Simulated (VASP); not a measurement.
A run of VASP 6.6.1 is set up as follows.

File POSCAR:

```
Ga
1.0
    4.2783080000      0.0000000000      0.0000000000
    0.0000000000      4.4268670000      0.0000000000
    0.0000000000      0.0000000000      6.0356480000
Ga
8
Direct
    0.2500000000      0.2080000000      0.0360000000
    0.2500000000      0.2920000000      0.5360000000
    0.7500000000      0.7920000000      0.9640000000
    0.7500000000      0.7080000000      0.4640000000
    0.2500000000      0.8420000000      0.3190000000
    0.2500000000      0.6580000000      0.8190000000
    0.7500000000      0.1580000000      0.6810000000
    0.7500000000      0.3420000000      0.1810000000
```

File INCAR.step1:

```
SYSTEM = Ga
PREC = Accurate
ENCUT = 520
ISMEAR = 1
SIGMA = 0.1616
LREAL = .False.
LASPH = .True.
NELM = 100
NBANDS = 62
GGA = PE
ALGO = Normal
EDIFF = 1E-4
LWAVE = .True.
LCHARG = .False.
```

INCAR.step2

```
SYSTEM = Ga
PREC = Accurate
ENCUT = 520
EDIFF = 1E-6
ISMEAR = 1
SIGMA = 0.1616
LREAL = .False.
LASPH = .True.
NELM = 100
ALGO = Normal
ISIF = 2
LWAVE = .False.
LCHARG = .False.
METAGGA = R2SCAN
LMIXTAU = .True.
NBANDS = 62
ISTART = 1
```

The input KPOINTS:

```
Automatic mesh
0
Gamma
  6 6 4
  0 0 0
```

Potentials or basis: VASP PAW PBE potentials, release 64 (Ga_d).

Launch:

```bash
$ cat potpaw_PBE.64/Ga_d/POTCAR > POTCAR
$ cp INCAR.step1 INCAR
$ mpirun -np 1 vasp_std > vasp.out
$ cp INCAR.step2 INCAR
$ mpirun -np 1 vasp_std > vasp.out
```

Question: What does it give for the pressure?

Answer: 34.7 GPa.

Question: Estimate the largest force.

Answer: 1.130 eV/Å.

Question: What does it give for the band gap on the k mesh?

Answer: Zero (bands 52 and 53 overlap by 2.23 eV).

Forces in eV/Å, atoms in the order of the input:
```
Ga   0.000 -0.713 -0.876
Ga   0.000  0.713 -0.876
Ga   0.000  0.713  0.876
Ga   0.000 -0.713  0.876
Ga   0.000 -0.989 -0.157
Ga   0.000  0.989 -0.157
Ga   0.000  0.989  0.157
Ga   0.000 -0.989  0.157
```

Caveat: the stress differs along the axes, from 32 to 39 GPa; the PAW data sets were made with another functional, which shifts forces and pressure a little.
